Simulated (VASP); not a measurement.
**MgO: single point with PBEsol**

The system is MgO, a slab with vacuum.

```
Mg O
1.0
     5.89359    0.00000    0.00000
     2.94680    5.10400    0.00000
     0.00000    0.00000   19.01512
Mg O
12 12
Cartesian
  0.0000 0.0000 1.0000
  1.4734 2.5520 1.0000
  2.9468 0.0000 1.0000
  4.4202 2.5520 1.0000
  5.7882 3.3745 3.5367
  4.3580 0.8533 3.6007
  2.8237 3.4800 3.5493
  1.4451 0.8972 3.4868
  2.9540 1.9161 5.9370
  4.4869 4.3691 6.0446
  5.8031 1.7736 6.1187
  7.4570 4.3116 6.2574
  4.4202 4.2533 2.2030
  2.9468 1.7013 2.2030
  7.3670 4.2533 2.2030
  5.8936 1.7013 2.2030
  1.3863 2.6773 4.5906
  -0.0252 0.1719 4.5402
  4.2986 2.5739 4.6037
  2.9230 -0.0034 4.6126
  4.3275 0.9698 6.9626
  5.8775 3.4740 7.0072
  1.5180 1.0227 6.9494
  3.1463 3.6246 7.0488
```

| Quantity | Value |
| --- | --- |
| Program | VASP 6.6.1 |
| Task | single point |
| Functional | PBEsol |
| Potentials or basis | VASP PAW PBE potentials, release 64 (Mg, O) |
| Cutoff | 520 eV |
| k mesh | 2 × 2 × 1 |
| Occupations | fermi-dirac, width 0.05 eV |
| Spin | no spin polarisation |
| Dipole correction | no |
| Further INCAR settings | ALGO = Normal; EDIFF = 1e-06; NBANDS = 66; NELMDL = -8 |

* Largest force: 1.704 eV/Å
* Band gap on the k mesh: zero (bands 48 and 49 overlap by 0.23 eV)

Forces in eV/Å, atoms in the order of the input:
```
Mg  -0.046  0.019  1.065
Mg  -0.009  0.051  0.994
Mg   0.049 -0.015  1.090
Mg  -0.052 -0.029  1.100
Mg   0.122  0.488  0.508
Mg  -0.228  0.252 -0.275
Mg   0.743  0.228  0.253
Mg   0.263  0.069  0.825
Mg  -0.329 -0.510  0.554
Mg   0.872  0.963 -1.103
Mg   0.801  0.112 -0.775
Mg  -0.921  0.080 -0.443
O   -0.139  0.071 -1.381
O   -0.177  0.048 -1.307
O   -0.212  0.106 -1.532
O   -0.137  0.175 -1.516
O    0.572 -0.694  0.487
O    0.324 -1.092  0.906
O    0.292  0.533 -0.291
O   -0.647  0.285 -0.184
O   -0.475  0.030  0.390
O    0.276 -0.108  0.256
O   -0.039  0.015 -0.013
O   -0.902 -1.076  0.395
```

Levels at points of the mesh, in eV from the Fermi level:
| k point | band 46 | band 47 | band 48 | band 49 | band 50 | band 51 | band 52 | band 53 |
| --- | --- | --- | --- | --- | --- | --- | --- | --- |
| (0.00, 0.00, 0.00) | -0.18 | -0.15 | 0.20 | 0.24 | 2.36 | 2.37 | 2.37 | 3.58 |
| (0.50, 0.00, 0.00) | -0.10 | -0.07 | -0.04 | -0.03 | 0.04 | 1.82 | 1.83 | 5.48 |
| (0.50, 0.50, 0.00) | -0.11 | -0.07 | -0.04 | -0.03 | 0.04 | 1.82 | 1.82 | 5.48 |
| (0.00, 0.50, 0.00) | -0.09 | -0.08 | -0.04 | -0.03 | 0.00 | 1.82 | 1.83 | 5.48 |

Wall time 14 min on 1 thread of AMD EPYC 9R45 (Zen 5), on a shared host, peak memory 0.66 GiB.

Caveat: the k points lie up to 0.62 Å⁻¹ apart; the PAW data sets were made with another functional, which shifts forces and pressure a little.
